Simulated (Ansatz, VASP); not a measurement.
# One calculation of Be, two programs

The input POSCAR:

```
Be
1.0
    2.2853000000      0.0000000000      0.0000000000
   -1.1426500000      1.9791278553      0.0000000000
    0.0000000000      0.0000000000      3.5842000000
Be
2
Direct
    0.6666666667      0.3333333333      0.7500000000
    0.3333333333      0.6666666667      0.2500000000
```

Contents of INCAR.step1:

```
PREC = Accurate
ENCUT = 580
EDIFF = 1E-5
ISMEAR = -1
SIGMA = 0.025
LREAL = F
LASPH = T
NELM = 120
ALGO = Normal
ISIF = 2
LWAVE = T
NBANDS = 9
GGA = PE
GGA_COMPAT = F
```

The input INCAR.step2:

```
PREC = Accurate
ENCUT = 580
EDIFF = 1E-6
ISMEAR = -1
SIGMA = 0.025
LREAL = F
LASPH = T
NELM = 120
ALGO = Normal
ISIF = 2
LWAVE = F
LCHARG = T
METAGGA = R2SCAN
LHFCALC = T
AEXX = 0.25
LMIXTAU = T
PRECFOCK = Normal
LELF = T
LVHAR = T
NBANDS = 9
ISTART = 1
GGA_COMPAT = F
```

Contents of KPOINTS:

```
regular mesh
0
Gamma
  8 8 5
```

File input.yaml:

```yaml
crystal:
  lattice: { a: 2.2853, b: 2.2853, c: 3.5842, alpha: 90.0, beta: 90.0, gamma: 120.0 }
  space_group: 194
  reduce_to_primitive: true
  atoms:
    - { symbol: Be, wyckoff: "2c", position: [0.6666666667, 0.3333333333, 0.75] }
hamiltonian:
  xc: r2scan0
  pseudopotentials: { kind: paw }
kpoints:
  mp_grid: { grid: [8, 8, 5] }
scf:
  occupations: { method: fermi_dirac, width: 0.025 }
  n_extra_bands: 6
output:
  forces: true
  stress: true
  eigenvalues: true
  dos: { projected: false, de: 0.05 }
  write_density: true
  write_potential: true
  elf: true
  volumetric_format: npy
```

Alike in both runs: functional r2SCAN0; k mesh 8 × 8 × 5; occupations fermi-dirac, width 0.025 eV; no spin polarisation.

```csv
,VASP,Ansatz
version,VASP 6.6.1,Ansatz 0.2.0
potentials or method,"VASP PAW PBE potentials, release 64 (Be)",Ansatz PAW
plane-wave cutoff (eV),580,500
valence electrons in the cell,4,4
task,single point,density of states
```

Ansatz gave:

```
gap on the k mesh at the Fermi level (eV)                     : none
pressure (GPa)                                                : -3.4
traceless stress, the component that is largest in VASP (GPa) : 2.26
```

**Question.** Estimate VASP's values.

**Answer.** gap on the k mesh at the Fermi level (eV): none; pressure (GPa): -3.4; traceless stress, the component that is largest in VASP (GPa): 2.31.

VASP's potentials were made for PBE, not for r2SCAN0. A gap of «none» marks a metal or a gap that the smearing closes. The functional is the same, so the differences come from potentials, cutoffs and numerics.

The k mesh is coarse, so the values compare programs but aren't converged.
